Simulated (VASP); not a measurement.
Write the native input for VASP 6.6.1 that does the following.

```yaml
Task: single point
Functional: PBE
Potentials_or_basis: VASP PAW PBE potentials, release 64 (Sn_d, Te)
Cutoff: 520 eV
k_mesh: 10 × 10 × 10
Occupations: gaussian, width 0.03 eV
Spin: no spin polarisation
Dipole_correction: no
Further_INCAR_settings: ALGO = Normal; EDIFF = 1e-07; NBANDS = 17
```

The structure of SnTe lies in POSCAR:

```
SnTe
1.0
    0.0000000000      3.4090200000      3.1565000000
    3.4090200000      0.0000000000      3.1565000000
    3.4090200000      3.4090200000      0.0000000000
Sn Te
1 1
Direct
    0.0000000000      0.0000000000      0.0000000000
    0.5000000000      0.5000000000      0.5000000000
```

This cell differs from its parent crystal: strain +0.080 along x and y, +0.000 along z.

The input as run:

INCAR

```
SYSTEM = SnTe
PREC     = Accurate       ! precision mode
ENCUT    = 520            ! plane-wave cutoff, eV
EDIFF    = 1E-7           ! SCF threshold, eV
ISMEAR   = 0              ! smearing method
SIGMA    = 0.03           ! smearing width, eV
LREAL    = .FALSE.        ! projectors in reciprocal space
LASPH    = .TRUE.         ! aspherical terms in the spheres
NELM     = 100            ! most SCF steps
ALGO     = Normal         ! electronic algorithm
ISIF     = 2              ! what is computed and relaxed
LWAVE    = .FALSE.        ! write WAVECAR
LCHARG   = .TRUE.         ! write CHGCAR
GGA      = PE             ! functional
LELF     = .TRUE.         ! ELF
LVHAR    = .TRUE.       
NBANDS   = 17             ! bands
```

KPOINTS

```
Automatic mesh
0
G
  10 10 10
  0 0 0
```

Potentials or basis: VASP PAW PBE potentials, release 64 (Sn_d, Te).

Run with:

```bash
$ cat potpaw_PBE.64/Sn_d/POTCAR potpaw_PBE.64/Te/POTCAR > POTCAR
$ mpirun -np 1 vasp_std > vasp.out
```

Results of the run:

```yaml
Pressure: -2.9 GPa
Band_gap_on_the_k_mesh: 0.13 eV, direct
```

Caveat: the cell differs from its parent crystal (strain +0.080 along x and y, +0.000 along z); spin-orbit coupling is left out, which moves the levels of the heavy elements.

Wall time 87 s on 1 thread of Intel(R) Xeon(R) Platinum 8259CL CPU @ 2.50GHz (Skylake/Cascade Lake) (shared host), peak memory 0.29 GiB.
